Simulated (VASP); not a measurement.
# Sc (Fd-3m) in VASP: notebook

The runs below take Sc through single point, with PBE.

All numbers are computed with VASP 6.6.1; they aren't measurements. Logs are shortened: lines on timing, memory, paths and dates and some standing lists are left out, and cuts for length are marked.

## (1) The cell of the first run

It takes space group Fd-3m (No. 227, cubic). The conventional cell has a = 4.393 Å, b = 4.393 Å, c = 4.393 Å, α = 90.00°, β = 90.00°, γ = 90.00°. Within 2.5 Å of Sc (site symmetry -43m) lie 4 Sc at 1.90 Å.

## (2) Single point, PBE

Contents of INCAR:

```
SYSTEM = Sc
ALGO     = Normal         ! electronic algorithm
EDIFF    = 1E-6           ! SCF threshold, eV
ENCUT    = 500            ! plane-wave cutoff, eV
GGA      = PE             ! functional
GGA_COMPAT= .FALSE.      
ISIF     = 2              ! what is computed and relaxed
ISMEAR   = -1             ! smearing method
LASPH    = .TRUE.         ! aspherical terms in the spheres
LCHARG   = .TRUE.         ! write CHGCAR
LELF     = .TRUE.         ! ELF
LREAL    = .FALSE.        ! projectors in reciprocal space
LVHAR    = .TRUE.       
LWAVE    = .FALSE.        ! write WAVECAR
NBANDS   = 18             ! bands
NELM     = 120            ! most SCF steps
PREC     = Accurate       ! precision mode
SIGMA    = 0.1            ! smearing width, eV
```

Contents of KPOINTS:

```
k-points
0
G
  14 14 14
  0 0 0
```

Contents of POSCAR:

```
Sc
1.0
    0.0000000000      2.1962656507      2.1962656507
    2.1962656507      0.0000000000      2.1962656507
    2.1962656507      2.1962656507      0.0000000000
Sc
2
Direct
   -0.1250000000     -0.1250000000     -0.1250000000
    0.1250000000      0.1250000000      0.1250000000
```

Potentials or basis: VASP PAW PBE potentials, release 64 (Sc_sv).

The run is started by

```bash
$ cat potpaw_PBE.64/Sc_sv/POTCAR > POTCAR
$ mpirun -np 1 vasp_std > vasp.out
```

OUTCAR:

```text
SYSTEM = Sc
   EDIFF = 1E-6
   ENCUT = 500
   GGA = PE
   ISIF = 2
   ISMEAR = -1
   LASPH = .TRUE.
   LREAL = .FALSE.
   NELM = 120
   PREC = Accurate

 ion  position               nearest neighbor table
   1  0.875  0.875  0.875-   2 1.90   2 1.90   2 1.90   2 1.90
   2  0.125  0.125  0.125-   1 1.90   1 1.90   1 1.90   1 1.90

  LATTYP: Found a face centered cubic cell.
 ALAT       =     4.3925313014

  Lattice vectors:

 A1 = (   0.0000000000,   2.1962656507,   2.1962656507)
 A2 = (   2.1962656507,   0.0000000000,   2.1962656507)
 A3 = (   2.1962656507,   2.1962656507,   0.0000000000)

Analysis of symmetry for initial positions (statically):
=====================================================================
 Subroutine PRICEL returns:
 Original cell was already a primitive cell.

 Routine SETGRP: Setting up the symmetry group for a
 face centered cubic supercell.

 Subroutine GETGRP returns: Found 48 space group operations
 (whereof 12 operations were pure point group operations)
 out of a pool of 48 trial point group operations.

The static configuration has the point symmetry D_3d.
 The point group associated with its full space group is O_h .

Analysis of symmetry for dynamics (positions and initial velocities):
=====================================================================
 Subroutine PRICEL returns:
 Original cell was already a primitive cell.

 Routine SETGRP: Setting up the symmetry group for a
 face centered cubic supercell.

 Subroutine GETGRP returns: Found 48 space group operations
 (whereof 12 operations were pure point group operations)
 out of a pool of 48 trial point group operations.

The dynamic configuration has the point symmetry D_3d.
 The point group associated with its full space group is O_h .

 Subroutine INISYM returns: Found 48 space group operations
 (whereof 12 operations are pure point group operations),
 and found     1 'primitive' translations

----------------------------------------------------------------------------------------

                                     Primitive cell

  volume of cell :      21.1877

  direct lattice vectors                    reciprocal lattice vectors
     0.000000000  2.196265651  2.196265651    -0.227659163  0.227659163  0.227659163
     2.196265651  0.000000000  2.196265651     0.227659163 -0.227659163  0.227659163
     2.196265651  2.196265651  0.000000000     0.227659163  0.227659163 -0.227659163

  length of vectors
     3.105988670  3.105988670  3.105988670     0.394317237  0.394317237  0.394317237

  position of ions in fractional coordinates (direct lattice)
     0.875000000  0.875000000  0.875000000
     0.125000000  0.125000000  0.125000000

  ion indices of the primitive-cell ions
   primitive index   ion index
                 1           1
                 2           2

----------------------------------------------------------------------------------------

 KPOINTS: k-points

Automatic generation of k-mesh.
 Grid dimensions read from file:
 generate k-points for:   14   14   14

 Generating k-lattice:

  Cartesian coordinates                     Fractional coordinates (reciprocal lattice)
    -0.016261369  0.016261369  0.016261369     0.071428571  0.000000000  0.000000000
     0.016261369 -0.016261369  0.016261369     0.000000000  0.071428571  0.000000000
     0.016261369  0.016261369 -0.016261369     0.000000000  0.000000000  0.071428571

  Length of vectors
     0.028165517  0.028165517  0.028165517

  Shift w.r.t. Gamma in fractional coordinates (k-lattice)
     0.000000000  0.000000000  0.000000000

 Subroutine IBZKPT returns following result:
 ===========================================

 Found    104 irreducible k-points:

 Following reciprocal coordinates:
            Coordinates               Weight
  0.000000  0.000000  0.000000      1.000000
  0.071429  0.000000  0.000000      8.000000
  0.142857  0.000000  0.000000      8.000000
  0.214286  0.000000  0.000000      8.000000
  0.285714  0.000000  0.000000      8.000000
  0.357143  0.000000  0.000000      8.000000
[... 16 lines left out ...]
  0.214286  0.142857  0.000000     24.000000
  0.285714  0.142857  0.000000     24.000000
 [... further k-points ...]
   k-points           NKPTS =    104   k-points in BZ     NKDIM =    104   number of bands    NBANDS=     18
   number of dos      NEDOS =    301   number of ions     NIONS =      2
   total plane-waves  NPLWV =  13824
   dimension x,y,z NGX =    24 NGY =   24 NGZ =   24
   dimension x,y,z NGXF=    48 NGYF=   48 NGZF=   48
   ions per type =               2
   NGX,Y,Z   is equivalent  to a cutoff of  12.85, 12.85, 12.85 a.u.
   NGXF,Y,Z  is equivalent  to a cutoff of  25.69, 25.69, 25.69 a.u.
 SYSTEM =  Sc
   PREC   = accura    normal or accurate (medium, high low for compatibility)
   ISTART =      0    job   : 0-new  1-cont  2-samecut
   ICHARG =      2    charge: 1-file 2-atom 10-const
   ISPIN  =      1    spin polarized calculation?
   LNONCOLLINEAR =      F non collinear calculations
   LSORBIT =      F    spin-orbit coupling
   LASPH  =      T    aspherical Exc in radial PAW
   ENCUT  =  500.0 eV  36.75 Ry    6.06 a.u.   5.66  5.66  5.66*2*pi/ulx,y,z
   NELM   =    120;   NELMIN=  2; NELMDL= -5     # of ELM steps
   EDIFF  = 0.1E-05   stopping-criterion for ELM
   LREAL  =      F    real-space projection
   EDIFFG = 0.1E-04   stopping-criterion for IOM
   NSW    =      0    number of steps for IOM
   IBRION =     -1    ionic relax: 0-MD 1-quasi-New 2-CG
   NFREE  =      0    steps in history (QN), initial steepest desc. (CG)
   ISIF   =      2    stress and relaxation
   ISYM   =      2    0-nonsym 1-usesym 2-fastsym
   POTIM  = 0.5000    time-step for ionic-motion
   TEBEG  =    0.0;   TEEND  =   0.0 temperature during run
   PSTRESS=    0.0 pullay stress
   NELECT =      22.0000    total number of electrons
   NUPDOWN=      -1.0000    fix difference up-down
   EMIN   =  10.00;   EMAX   =-10.00  energy-range for DOS
   EFERMI =   0.00;   METHOD = LEGACY
   ISMEAR =    -1;   SIGMA  =   0.10  broadening in eV -4-tet -1-fermi 0-gaus
   EFERMI_NEDOS =   21; number of points for ismear=-14 and -15
   IALGO  =     38    algorithm
   IMIX   =      4    mixing-type and parameters
     AMIX     =   0.40;   BMIX     =  1.00
     AMIX_MAG =   1.60;   BMIX_MAG =  1.00
  volume/ion in A,a.u.               =      10.59        71.49
  Fermi-wavevector in a.u.,A,eV,Ry     =   1.657757  3.132706 37.390961  2.748158
  Thomas-Fermi vector in A             =   2.745455
   LORBIT       =      0    0 simple, 1 ext, 2 COOP (PROOUT), +10 PAW based schemes
   GGA     = PE    functional components
   LHFCALC =     F    Hartree Fock is set to
   AEXX    =    0.0000 exact exchange contribution
   IVDW    =     0    specifies the selected vdW correction
   LEPSILON=     F    determine dielectric tensor
   LRPA    =     F    only Hartree local field effects (RPA)
 non-spin polarized calculation
  energy-cutoff  :      500.00
  volume of cell :       21.19
 maximum number of plane-waves:       549
   NGX = 11   NGY = 11   NGZ = 11

 number of electron      21.9999997 magnetization

 Free energy of the ion-electron system (eV)
  ---------------------------------------------------
  ext. energy  EPLUGINS =         0.00000000
  ---------------------------------------------------
  free energy    TOTEN  =        -1.72478991 eV

  energy without entropy =       -1.70315976  energy(sigma->0) =       -1.71397484

 E-fermi :  10.2549     XC(G=0): -13.6528

 val. band max:       10.2525788905   @ k =   0.4286   0.3571   0.0714
 cond. band min:      10.2642883960   @ k =   0.5000   0.4286   0.0714
 fundamental gap:      0.0117095055
 Fermi energy:        10.2549110697

 k-point     1 :       0.0000    0.0000    0.0000
  band No.  band energies     occupation
      1     -41.8778      2.00000
      2     -35.4978      2.00000
      3     -19.9847      2.00000
      4     -19.9847      2.00000
      5     -19.9847      2.00000
      6     -15.6843      2.00000
[... 10 lines left out ...]
     17      16.0657      0.00000
     18      20.5174      0.00000

 k-point     2 :       0.0714    0.0000    0.0000
  band No.  band energies     occupation
      1     -41.8288      2.00000
      2     -35.5795      2.00000
      3     -20.0296      2.00000
      4     -20.0296      2.00000
      5     -19.9881      2.00000
      6     -15.6347      2.00000
[... 10 lines left out ...]
     17      15.9607      0.00000
     18      20.5099      0.00000

 k-point     3 :       0.1429    0.0000    0.0000
  band No.  band energies     occupation
      1     -41.6854      2.00000
      2     -35.8131      2.00000
      3     -20.1490      2.00000
      4     -20.1490      2.00000
      5     -20.0060      2.00000
      6     -15.4831      2.00000
[... 10 lines left out ...]
     17      15.7333      0.00000
     18      20.4791      0.00000

 k-point     4 :       0.2143    0.0000    0.0000
  band No.  band energies     occupation
      1     -41.4592      2.00000
      2     -36.1658      2.00000
      3     -20.3079      2.00000
      4     -20.3079      2.00000
      5     -20.0509      2.00000
      6     -15.2340      2.00000
[... 10 lines left out ...]
     17      15.6696      0.00000
     18      20.4028      0.00000

 k-point     5 :       0.2857    0.0000    0.0000
  band No.  band energies     occupation
      1     -41.1730      2.00000
      2     -36.5877      2.00000
      3     -20.4690      2.00000
      4     -20.4690      2.00000
      5     -20.1214      2.00000
      6     -15.0021      2.00000
[... 10 lines left out ...]
     17      16.0574      0.00000
     18      20.2536      0.00000

 k-point     6 :       0.3571    0.0000    0.0000
  band No.  band energies     occupation
      1     -40.8680      2.00000
      2     -37.0111      2.00000
      3     -20.6030      2.00000
      4     -20.6030      2.00000
      5     -20.1992      2.00000
      6     -14.8057      2.00000
[... 10 lines left out ...]
     17      16.7570      0.00000
     18      20.0129      0.00000

 k-point     7 :       0.4286    0.0000    0.0000
  band No.  band energies     occupation
      1     -40.6149      2.00000
      2     -37.3440      2.00000
      3     -20.6905      2.00000
      4     -20.6905      2.00000
      5     -20.2589      2.00000
      6     -14.6757      2.00000
[... 10 lines left out ...]
     17      17.4435      0.00000
     18      19.7109      0.00000

 k-point     8 :       0.5000    0.0000    0.0000
  band No.  band energies     occupation
      1     -40.5119      2.00000
      2     -37.4751      2.00000
      3     -20.7209      2.00000
      4     -20.7209      2.00000
      5     -20.2812      2.00000
      6     -14.6303      2.00000
[... 10 lines left out ...]
     17      17.7631      0.00000
     18      19.5359      0.00000
[... 229 lines left out ...]
     17      15.7922      0.00000
     18      19.7323      0.00000

 k-point    20 :      -0.1429    0.0714    0.0000
  band No.  band energies     occupation
      1     -41.5760      2.00000
      2     -35.9857      2.00000
      3     -20.4144      2.00000
      4     -20.1634      2.00000
      5     -19.8874      2.00000
      6     -15.5184      2.00000
[... 10 lines left out ...]
     17      15.6338      0.00000
     18      20.0074      0.00000

 k-point    21 :      -0.0714    0.0714    0.0000
  band No.  band energies     occupation
      1     -41.7480      2.00000
      2     -35.7119      2.00000
      3     -20.1981      2.00000
      4     -20.0566      2.00000
      5     -19.9340      2.00000
      6     -15.6218      2.00000
[... 10 lines left out ...]
     17      15.8415      0.00000
     18      20.2706      0.00000

 k-point    22 :       0.1429    0.1429    0.0000
  band No.  band energies     occupation
      1     -41.6178      2.00000
      2     -35.9198      2.00000
      3     -20.3626      2.00000
      4     -20.3625      2.00000
      5     -19.6187      2.00000
      6     -15.9119      2.00000
[... 10 lines left out ...]
     17      15.8248      0.00000
     18      19.6488      0.00000

 k-point    23 :       0.2143    0.1429    0.0000
  band No.  band energies     occupation
      1     -41.4456      2.00000
      2     -36.1852      2.00000
      3     -20.5438      2.00000
      4     -20.5296      2.00000
      5     -19.4734      2.00000
      6     -15.9538      2.00000
[... 10 lines left out ...]
     17      15.8410      0.00000
     18      19.2588      0.00000

 k-point    24 :       0.2857    0.1429    0.0000
  band No.  band energies     occupation
      1     -41.1970      2.00000
      2     -36.5512      2.00000
      3     -20.7644      2.00000
      4     -20.6880      2.00000
      5     -19.3766      2.00000
      6     -15.8756      2.00000
[... 10 lines left out ...]
     17      16.1328      0.00000
     18      18.9427      0.00000

 [... further k-points ...]
[... 5 lines left out ...]
  --------------------------------------------------------------------------------------
  -------------------------------------------------------------------------------------
  Total       22.8700682     22.8700682     22.8700682      0.0000000     -0.0000000      0.0000000
  in kB     1729.3919729   1729.3919729   1729.3919729      0.0000000     -0.0000000      0.0000000
  external PRESSURE =    1729.3919729 kB  Pullay stress =       0.0000000 kB

 VOLUME and BASIS-vectors are now :
 -----------------------------------------------------------------------------
  energy-cutoff  :      500.00
  volume of cell :       21.19
      direct lattice vectors                 reciprocal lattice vectors
     0.000000000  2.196265651  2.196265651    -0.227659163  0.227659163  0.227659163
     2.196265651  0.000000000  2.196265651     0.227659163 -0.227659163  0.227659163
     2.196265651  2.196265651  0.000000000     0.227659163  0.227659163 -0.227659163

 POSITION                                       TOTAL-FORCE (eV/Angst)
 -----------------------------------------------------------------------------------
      3.84346      3.84346      3.84346         0.000000      0.000000      0.000000
      0.54907      0.54907      0.54907        -0.000000      0.000000     -0.000000
 -----------------------------------------------------------------------------------
    total drift:                                0.000000      0.000000      0.000000

  FREE ENERGIE OF THE ION-ELECTRON SYSTEM (eV)
  ---------------------------------------------------
  free  energy   TOTEN  =        -1.7247899127 eV

  energy  without entropy=       -1.7031597631  energy(sigma->0) =       -1.71397484
```

It took 23 s on 1 thread of Intel Xeon 6975P-C, shared host; peak memory 0.16 GiB.

Results:

```
Free energy            : -1.7248 eV
Pressure               : 172.9 GPa
Band gap on the k mesh : zero (band 11 reaches 10.63 eV, above the bottom of band 12 at 10.07 eV)
```

[end of part 1 of 2]
